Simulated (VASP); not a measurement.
# Si (Imma) in VASP: further runs

Si is run at these levels: PBEsol; tasks: single point, relaxation of the atoms.

All numbers are computed with VASP 6.6.1; they aren't measurements. Logs are shortened: lines on timing, memory, paths and dates and some standing lists are left out, and cuts for length are marked.

### 1 The cell of the first run

Symmetry: Imma, No. 74, orthorhombic system. The conventional cell has a = 3.804 Å, b = 3.865 Å, c = 5.379 Å, α = 90.00°, β = 90.00°, γ = 90.00°. Within 3.1 Å of Si (site symmetry mm2) lie 4 Si at 2.34 to 2.35 Å.

### 2 Single point, PBEsol (strained cell)

File INCAR:

```
SYSTEM = Si
ALGO = Normal
EDIFF = 1E-6
ENCUT = 500
GGA = PS
GGA_COMPAT = .False.
ISIF = 2
ISMEAR = 0
LASPH = .True.
LCHARG = .True.
LELF = .True.
LREAL = .False.
LVHAR = .True.
LWAVE = .False.
NBANDS = 11
NELM = 120
PREC = Accurate
SIGMA = 0.02
```

File KPOINTS:

```
k-points
0
Gamma
  10 10 10
  0 0 0
```

File POSCAR:

```
Si
1.0
    0.0217338523      2.7112980722      2.6895642200
    2.7112980722      0.0217338523      2.6895642200
    2.7330319245      2.7330319245      0.0000000000
Si
2
Direct
    0.0011449459      0.0011449459     -0.0011449459
    0.2488550541      0.2488550541      0.2511449459
```

Potentials or basis: VASP PAW PBE potentials, release 64 (Si).

Launch:

```bash
$ cat potpaw_PBE.64/Si/POTCAR > POTCAR
$ mpirun -np 1 vasp_std > vasp.out
```

OUTCAR:

```text
SYSTEM = Si
   EDIFF = 1E-6
   ENCUT = 500
   GGA = PS
   ISIF = 2
   ISMEAR = 0
   LASPH = .True.
   LREAL = .False.
   NELM = 120
   PREC = Accurate

 ion  position               nearest neighbor table
   1  0.001  0.001  0.999-   2 2.34   2 2.34   2 2.35   2 2.35
   2  0.249  0.249  0.251-   1 2.34   1 2.34   1 2.35   1 2.35

  LATTYP: Found a body centered orthorhombic cell.
 ALAT       =     3.8036181967
 B/A-ratio  =     1.0161616162
 C/A-ratio  =     1.4142135624

  Lattice vectors:

 A1 = (   2.7112980722,   0.0217338523,  -2.6895642200)
 A2 = (  -2.7112980722,  -0.0217338523,  -2.6895642200)
 A3 = (   0.0217338523,   2.7112980722,   2.6895642200)

Analysis of symmetry for initial positions (statically):
=====================================================================
 Subroutine PRICEL returns:
 Original cell was already a primitive cell.

 Routine SETGRP: Setting up the symmetry group for a
 body centered orthorhombic supercell.

 Subroutine GETGRP returns: Found  8 space group operations
 (whereof  4 operations were pure point group operations)
 out of a pool of  8 trial point group operations.

The static configuration has the point symmetry C_2v.
 The point group associated with its full space group is D_2h.

Analysis of symmetry for dynamics (positions and initial velocities):
=====================================================================
 Subroutine PRICEL returns:
 Original cell was already a primitive cell.

 Routine SETGRP: Setting up the symmetry group for a
 body centered orthorhombic supercell.

 Subroutine GETGRP returns: Found  8 space group operations
 (whereof  4 operations were pure point group operations)
 out of a pool of  8 trial point group operations.

The dynamic configuration has the point symmetry C_2v.
 The point group associated with its full space group is D_2h.

 Subroutine INISYM returns: Found  8 space group operations
 (whereof  4 operations are pure point group operations),
 and found     1 'primitive' translations

----------------------------------------------------------------------------------------

                                     Primitive cell

  volume of cell :      39.5402

  direct lattice vectors                    reciprocal lattice vectors
     0.021733852  2.711298072  2.689564220    -0.185903722  0.185903722  0.185903722
     2.711298072  0.021733852  2.689564220     0.185903722 -0.185903722  0.185903722
     2.733031925  2.733031925  0.000000000     0.182947003  0.182947003 -0.185903722

  length of vectors
     3.819079115  3.819079115  3.865090814     0.321994692  0.321994692  0.318589714

  position of ions in fractional coordinates (direct lattice)
     0.001144946  0.001144946  0.998855054
     0.248855054  0.248855054  0.251144946

  ion indices of the primitive-cell ions
   primitive index   ion index
                 1           1
                 2           2

----------------------------------------------------------------------------------------

 KPOINTS: k-points

Automatic generation of k-mesh.
 Grid dimensions read from file:
 generate k-points for:   10   10   10

 Generating k-lattice:

  Cartesian coordinates                     Fractional coordinates (reciprocal lattice)
    -0.018590372  0.018590372  0.018590372     0.100000000  0.000000000  0.000000000
     0.018590372 -0.018590372  0.018590372     0.000000000  0.100000000  0.000000000
     0.018294700  0.018294700 -0.018590372     0.000000000  0.000000000  0.100000000

  Length of vectors
     0.032199469  0.032199469  0.031858971

  Shift w.r.t. Gamma in fractional coordinates (k-lattice)
     0.000000000  0.000000000  0.000000000

 Subroutine IBZKPT returns following result:
 ===========================================

 Found    171 irreducible k-points:

 Following reciprocal coordinates:
            Coordinates               Weight
  0.000000  0.000000  0.000000      1.000000
  0.100000 -0.000000  0.000000      4.000000
  0.200000 -0.000000  0.000000      4.000000
  0.300000  0.000000  0.000000      4.000000
  0.400000 -0.000000  0.000000      4.000000
  0.500000  0.000000  0.000000      2.000000
[... 16 lines left out ...]
  0.300000  0.300000  0.000000      2.000000
  0.400000  0.300000  0.000000      4.000000
 [... further k-points ...]
   k-points           NKPTS =    171   k-points in BZ     NKDIM =    171   number of bands    NBANDS=     11
   number of dos      NEDOS =    301   number of ions     NIONS =      2
   total plane-waves  NPLWV =  21952
   dimension x,y,z NGX =    28 NGY =   28 NGZ =   28
   dimension x,y,z NGXF=    56 NGYF=   56 NGZF=   56
   ions per type =               2
   NGX,Y,Z   is equivalent  to a cutoff of  12.19, 12.19, 12.04 a.u.
   NGXF,Y,Z  is equivalent  to a cutoff of  24.38, 24.38, 24.09 a.u.
 SYSTEM =  Si
   PREC   = accura    normal or accurate (medium, high low for compatibility)
   ISTART =      0    job   : 0-new  1-cont  2-samecut
[... 36 lines left out ...]
   LEPSILON=     F    determine dielectric tensor
   LRPA    =     F    only Hartree local field effects (RPA)
 non-spin polarized calculation
 Gauss-broadening in eV      SIGMA  =   0.02
  energy-cutoff  :      500.00
  volume of cell :       39.54
 maximum number of plane-waves:      1015
   NGX = 13   NGY = 13   NGZ = 15

 number of electron       8.0000001 magnetization

 Free energy of the ion-electron system (eV)
  ---------------------------------------------------
  ext. energy  EPLUGINS =         0.00000000
  ---------------------------------------------------
  free energy    TOTEN  =       -11.48698753 eV

  energy without entropy =      -11.48698753  energy(sigma->0) =      -11.48698753

 E-fermi :   6.1407     XC(G=0):  -9.6023

 val. band max:        5.9794558474   @ k =   0.0000   0.0000   0.0000
 cond. band min:       6.2980407405   @ k =   0.4000   0.4000   0.0000
 fundamental gap:      0.3185848931
 Fermi energy:         6.1406579849

 k-point     1 :       0.0000    0.0000    0.0000
  band No.  band energies     occupation
      1      -6.1592      2.00000
      2       5.8235      2.00000
      3       5.9542      2.00000
      4       5.9795      2.00000
      5       8.3623      0.00000
      6       8.3959      0.00000
      7       8.5414      0.00000
      8       9.4134      0.00000
      9      13.5429      0.00000
     10      13.6832      0.00000
     11      13.6870      0.00000

 k-point     2 :       0.1000   -0.0000    0.0000
  band No.  band energies     occupation
      1      -6.0247      2.00000
      2       4.8254      2.00000
      3       5.6161      2.00000
      4       5.7522      2.00000
      5       8.4087      0.00000
      6       8.6668      0.00000
      7       8.7882      0.00000
      8      10.3493      0.00000
      9      13.1511      0.00000
     10      13.2985      0.00000
     11      14.2625      0.00000

 k-point     3 :       0.2000   -0.0000    0.0000
  band No.  band energies     occupation
      1      -5.6271      2.00000
      2       2.9349      2.00000
      3       5.2233      2.00000
      4       5.3557      2.00000
      5       8.0443      0.00000
      6       9.1825      0.00000
      7       9.2945      0.00000
      8      12.0624      0.00000
      9      12.8108      0.00000
     10      12.9627      0.00000
     11      14.8978      0.00000

 k-point     4 :       0.3000    0.0000    0.0000
  band No.  band energies     occupation
      1      -4.9923      2.00000
      2       1.1097      2.00000
      3       4.8816      2.00000
      4       5.0120      2.00000
      5       7.6695      0.00000
      6       9.3214      0.00000
      7       9.4462      0.00000
      8      13.3890      0.00000
      9      13.4306      0.00000
     10      13.6110      0.00000
     11      14.7052      0.00000
[... 239 lines left out ...]
 k-point    22 :      -0.2000    0.2000    0.0000
  band No.  band energies     occupation
      1      -4.7686      2.00000
      2       1.4509      2.00000
      3       2.8891      2.00000
      4       4.9566      2.00000
      5       8.6383      0.00000
      6       9.8250      0.00000
      7      10.1634      0.00000
      8      11.5436      0.00000
      9      11.8292      0.00000
     10      16.7352      0.00000
     11      16.9335      0.00000

 k-point    23 :       0.3000    0.3000    0.0000
  band No.  band energies     occupation
      1      -4.5729      2.00000
      2       1.5324      2.00000
      3       3.5051      2.00000
      4       3.7115      2.00000
      5       6.6097      0.00000
      6       8.2054      0.00000
      7      12.5727      0.00000
      8      12.6098      0.00000
      9      15.1768      0.00000
     10      15.3160      0.00000
     11      18.3561      0.00000

 k-point    24 :       0.4000    0.3000    0.0000
  band No.  band energies     occupation
      1      -3.9438      2.00000
      2       0.5190      2.00000
      3       3.0403      2.00000
      4       3.2950      2.00000
      5       6.7472      0.00000
      6       8.0959      0.00000
      7      12.9003      0.00000
      8      12.9728      0.00000
      9      16.3676      0.00000
     10      16.8092      0.00000
     11      18.0474      0.00000

 [... further k-points ...]
[... 5 lines left out ...]
  --------------------------------------------------------------------------------------
  -------------------------------------------------------------------------------------
  Total        0.3069126      0.3069126      0.4863502     -0.2941930      0.0000000      0.0000000
  in kB       12.4361713     12.4361713     19.7070286    -11.9207728      0.0000000      0.0000000
  external PRESSURE =      14.8597904 kB  Pullay stress =       0.0000000 kB

 VOLUME and BASIS-vectors are now :
 -----------------------------------------------------------------------------
  energy-cutoff  :      500.00
  volume of cell :       39.54
      direct lattice vectors                 reciprocal lattice vectors
     0.021733852  2.711298072  2.689564220    -0.185903722  0.185903722  0.185903722
     2.711298072  0.021733852  2.689564220     0.185903722 -0.185903722  0.185903722
     2.733031925  2.733031925  0.000000000     0.182947003  0.182947003 -0.185903722

 POSITION                                       TOTAL-FORCE (eV/Angst)
 -----------------------------------------------------------------------------------
      2.73303      2.73303      0.00616         0.000000      0.000000      0.000540
      1.36652      1.36652      1.33862         0.000000      0.000000     -0.000540
 -----------------------------------------------------------------------------------
    total drift:                               -0.000000      0.000000      0.000000

  FREE ENERGIE OF THE ION-ELECTRON SYSTEM (eV)
  ---------------------------------------------------
  free  energy   TOTEN  =       -11.4869875326 eV

  energy  without entropy=      -11.4869875326  energy(sigma->0) =      -11.48698753
```

Wall time 27 s (1 thread of Intel Xeon Platinum 8488C (Sapphire Rapids), shared host); peak memory 0.18 GiB.

Results:

| Quantity | Value |
| --- | --- |
| Free energy | -11.4870 eV |
| Pressure | 1.5 GPa |
| Band gap on the k mesh | 0.32 eV (least direct gap 2.38 eV) |

Caveat: the cell differs from its parent crystal (strained cell); semilocal functionals underestimate gaps, and a narrow one can read as zero; the PAW data sets were made with another functional, which shifts forces and pressure a little.

### 3 Single point, PBEsol (strained cell)

File INCAR:

```
PREC = Accurate
ENCUT = 500
EDIFF = 1E-6
ISMEAR = 0
SIGMA = 0.02
LREAL = False
LASPH = True
NELM = 120
ALGO = Normal
ISIF = 2
LWAVE = False
LCHARG = True
GGA = PS
LELF = True
LVHAR = True
NBANDS = 11
GGA_COMPAT = False
```

File KPOINTS:

```
Automatic mesh
0
Gamma
  10 10 10
```

File POSCAR:

```
Si
1.0
    0.0211673851      2.7107316050      2.6895642200
    2.7107316050      0.0211673851      2.6895642200
    2.7318989901      2.7318989901      0.0000000000
Si
2
Direct
    0.0011229887      0.0011229887     -0.0011229887
    0.2488770113      0.2488770113      0.2511229887
```

Potentials or basis: VASP PAW PBE potentials, release 64 (Si).

Launch:

```bash
$ cat potpaw_PBE.64/Si/POTCAR > POTCAR
$ mpirun -np 1 vasp_std > vasp.out
```

Run time: 28 s. Hardware: 1 thread of Intel Xeon Platinum 8488C (Sapphire Rapids), shared host; peak memory 0.18 GiB.

The run converged. Its results:

```yaml
Free_energy: -11.4870 eV
Pressure: 1.5 GPa
Band_gap_on_the_k_mesh: 0.32 eV (least direct gap 2.39 eV)
```

Stress tensor (GPa, compression positive):
```
 1.29 -1.16  0.00
-1.16  1.29  0.00
 0.00  0.00  2.00
```

Levels at points of the mesh, in eV from the valence-band top:
| k point | band 2 | band 3 | band 4 | band 5 | band 6 | band 7 |
| --- | --- | --- | --- | --- | --- | --- |
| (0.00, 0.00, 0.00) | -0.15 | -0.02 | 0.00 | 2.39 | 2.42 | 2.56 |
| (0.50, 0.00, 0.00) | -7.12 | -1.38 | -1.26 | 1.36 | 3.11 | 3.24 |
| (0.50, 0.50, 0.00) | -7.87 | -3.11 | -2.90 | 0.34 | 0.58 | 10.06 |
| (0.00, 0.00, 0.50) | -7.15 | -1.24 | -1.22 | 1.53 | 3.24 | 3.25 |
| (0.50, 0.00, 0.50) | -7.95 | -2.95 | -2.95 | 0.52 | 0.52 | 10.09 |

Caveat: the cell differs from its parent crystal (strained cell); semilocal functionals underestimate gaps, and a narrow one can read as zero; the PAW data sets were made with another functional, which shifts forces and pressure a little. A k mesh can miss the band edges.

### 4 Single point, PBEsol (strained cell)

File INCAR:

```
  PREC = Accurate
  ENCUT = 500
  EDIFF = 1E-6
  ISMEAR = 0
  SIGMA = 0.02
  LREAL = False
  LASPH = True
  NELM = 120
  ALGO = Normal
  ISIF = 2
  LWAVE = False
  LCHARG = False
  GGA = PS
  NBANDS = 11
  GGA_COMPAT = False
```

File KPOINTS:

```
regular mesh
0
Gamma
  10 10 10
```

File POSCAR:

```
Si
1.0
    0.0212946714      2.7108588914      2.6895642200
    2.7108588914      0.0212946714      2.6895642200
    2.7321535628      2.7321535628      0.0000000000
Si
2
Direct
    0.0011229887      0.0011229887     -0.0011229887
    0.2488770113      0.2488770113      0.2511229887
```

Launch:

```bash
$ cat potpaw_PBE.64/Si/POTCAR > POTCAR
$ mpirun -np 1 vasp_std > vasp.out
```

It took 27 s on 1 thread of Intel Xeon Platinum 8488C (Sapphire Rapids), shared host; peak memory 0.18 GiB.

Results (log left out):

- Free energy: -11.4870 eV
- Pressure: 1.5 GPa
- Band gap on the k mesh: 0.32 eV (least direct gap 2.39 eV)

Stress tensor (GPa, compression positive):
```
 1.28 -1.17  0.00
-1.17  1.28  0.00
 0.00  0.00  1.99
```

Levels at points of the mesh, in eV from the valence-band top:
```
           k point  band 2  band 3  band 4  band 5  band 6  band 7
(0.00, 0.00, 0.00)   -0.15   -0.02    0.00    2.39    2.42    2.56
(0.50, 0.00, 0.00)   -7.12   -1.38   -1.26    1.36    3.11    3.24
(0.50, 0.50, 0.00)   -7.87   -3.11   -2.90    0.34    0.58   10.05
(0.00, 0.00, 0.50)   -7.15   -1.24   -1.22    1.53    3.24    3.25
(0.50, 0.00, 0.50)   -7.95   -2.95   -2.95    0.52    0.52   10.09
```

Caveat: the cell differs from its parent crystal (strained cell); semilocal functionals underestimate gaps, and a narrow one can read as zero; the PAW data sets were made with another functional, which shifts forces and pressure a little.

### 5 Single point, PBEsol

File INCAR:

```
SYSTEM = Si
ALGO = Normal ; EDIFF = 1E-6
ENCUT = 500 ; GGA = PS
GGA_COMPAT = .FALSE. ; ISIF = 2
ISMEAR = 0 ; LASPH = .TRUE.
LCHARG = .FALSE. ; LREAL = .FALSE.
LWAVE = .FALSE. ; NBANDS = 11
NELM = 120 ; PREC = Accurate
SIGMA = 0.01
```

File KPOINTS:

```
k-points
0
G
  10 10 10
  0 0 0
```

POSCAR is that of step 4.

Launch:

```bash
$ cat potpaw_PBE.64/Si/POTCAR > POTCAR
$ mpirun -np 1 vasp_std > vasp.out
```

Wall time 26 s (1 thread of Intel Xeon Platinum 8488C (Sapphire Rapids), shared host); peak memory 0.19 GiB.

The run converged. Its results:

| Item | Value |
| --- | --- |
| Free energy | -11.4870 eV |
| Pressure | 1.5 GPa |
| Band gap on the k mesh | 0.32 eV (least direct gap 2.39 eV) |

Stress tensor (GPa, compression positive):
```
 1.28 -1.17  0.00
-1.17  1.28  0.00
 0.00  0.00  1.99
```

Levels at points of the mesh, in eV from the valence-band top:
```
           k point  band 1  band 2  band 3  band 4  band 5  band 6  band 7  band 8  band 9
(0.00, 0.00, 0.00)  -12.14   -0.15   -0.02    0.00    2.39    2.42    2.56    3.44    7.57
(0.50, 0.00, 0.00)   -9.72   -7.12   -1.38   -1.26    1.36    3.11    3.24    7.41   10.49
(0.50, 0.50, 0.00)   -7.93   -7.87   -3.11   -2.90    0.34    0.58   10.05   10.16   10.93
(0.00, 0.00, 0.50)   -9.80   -7.15   -1.24   -1.22    1.53    3.24    3.25    7.53   10.30
(0.50, 0.00, 0.50)   -7.95   -7.95   -2.95   -2.95    0.52    0.52   10.09   10.09   10.91
```

Caveat: semilocal functionals underestimate gaps, and a narrow one can read as zero; the PAW data sets were made with another functional, which shifts forces and pressure a little. A k mesh can miss the band edges.

### 6 Relaxation of the atoms, PBEsol (strained cell)

File INCAR:

```
  PREC = Accurate
  ENCUT = 450
  EDIFF = 1E-7
  ISMEAR = 0
  SIGMA = 0.02
  LREAL = False
  LASPH = True
  NELM = 120
  ALGO = Normal
  ISIF = 2
  LWAVE = False
  LCHARG = False
  GGA = PS
  IBRION = 2
  NSW = 60
  EDIFFG = -0.002
  GGA_COMPAT = False
  NELMIN = 4
```

File KPOINTS:

```
regular mesh
0
Gamma
  10 10 10
```

File POSCAR:

```
Si
1.0
    0.0217338523      2.7112980722      2.6895642200
    2.7112980722      0.0217338523      2.6895642200
    2.7330319245      2.7330319245      0.0000000000
Si
2
Direct
    0.0000000000      0.0000000000      0.0000000000
    0.2500000000      0.2500000000      0.2500000000
```

Potentials or basis: VASP PAW PBE potentials, release 64 (Si).

Launch:

```bash
$ cat potpaw_PBE.64/Si/POTCAR > POTCAR
$ mpirun -np 1 vasp_std > vasp.out
```

It took 38 s on 1 thread of Intel Xeon Platinum 8488C (Sapphire Rapids), shared host; peak memory 0.17 GiB.

Results (log left out):

| Item | Value |
| --- | --- |
| Free energy | -11.4872 eV |
| Energy gained by relaxing | 0.5 meV/atom |
| Ionic steps | 3 |
| Pressure after relaxing | 1.5 GPa |
| Band gap on the k mesh | 0.32 eV (least direct gap 2.38 eV) |

Stress tensor (GPa, compression positive):
```
 1.24 -1.19  0.00
-1.19  1.24  0.00
 0.00  0.00  1.97
```

The path:
| step | energy change (eV) | largest force (eV/Å) | pressure (GPa) |
| --- | --- | --- | --- |
| 1 | 0.0000 | 0.1696 | 1.51 |
| 2 | -0.0009 | 0.0550 | 1.48 |
| 3 | -0.0010 | 0.0001 | 1.48 |

Final structure:
```yaml
crystal:
  lattice:
    - [0.02173, 2.71130, 2.68956]
    - [2.71130, 0.02173, 2.68956]
    - [2.73303, 2.73303, 0.00000]
  atoms:
    - { symbol: Si, position: [0.00115, 0.00115, 0.99885] }
    - { symbol: Si, position: [0.24885, 0.24885, 0.25115] }
```

Levels at points of the mesh, in eV from the valence-band top:
```csv
k point,band 2,band 3,band 4,band 5,band 6,band 7
"(0.00, 0.00, 0.00)",-0.16,-0.03,0.00,2.38,2.42,2.56
"(0.50, 0.00, 0.00)",-7.12,-1.39,-1.26,1.36,3.10,3.24
"(0.50, 0.50, 0.00)",-7.87,-3.12,-2.90,0.34,0.58,10.05
"(0.00, 0.00, 0.50)",-7.15,-1.24,-1.22,1.53,3.24,3.25
"(0.50, 0.00, 0.50)",-7.95,-2.95,-2.95,0.52,0.52,10.08
```

Caveat: the cell differs from its parent crystal (strained cell); semilocal functionals underestimate gaps, and a narrow one can read as zero; the PAW data sets were made with another functional, which shifts forces and pressure a little. A k mesh can miss the band edges.

### 7 Overview

| task | cell | cutoff (eV) | smearing | gap on the mesh (eV) | pressure (GPa) |
| --- | --- | --- | --- | --- | --- |
| single point | a = 3.819, b = 3.819, c = 3.865 Å, angles 59.6, 59.6, 59.7°, 2 atoms, atomic positions A | 500 | gaussian 0.02 eV | 0.32 | 1.5 |
| single point | a = 3.819, b = 3.819, c = 3.863 Å, angles 59.6, 59.6, 59.7°, 2 atoms, atomic positions A | 500 | gaussian 0.02 eV | 0.32 | 1.5 |
| single point | a = 3.819, b = 3.819, c = 3.864 Å, angles 59.6, 59.6, 59.7°, 2 atoms, atomic positions A | 500 | gaussian 0.02 eV | 0.32 | 1.5 |
| single point | a = 3.819, b = 3.819, c = 3.864 Å, angles 59.6, 59.6, 59.7°, 2 atoms, atomic positions A | 500 | gaussian 0.01 eV | 0.32 | 1.5 |
| relaxation of the atoms | atoms relaxed from a = 3.819, b = 3.819, c = 3.865 Å, angles 59.6, 59.6, 59.7°, 2 atoms, atomic positions B | 450 | gaussian 0.02 eV | 0.32 | 1.5 |

Alike in all rows: level PBEsol; potentials or basis VASP PAW PBE potentials, release 64 (Si); no spin polarisation; k mesh 10 × 10 × 10.

Caveats: semilocal functionals underestimate gaps, and a narrow one can read as zero; the PAW data sets were made with another functional, which shifts forces and pressure a little.

Absolute energies hang on the potentials; compare differences alone.
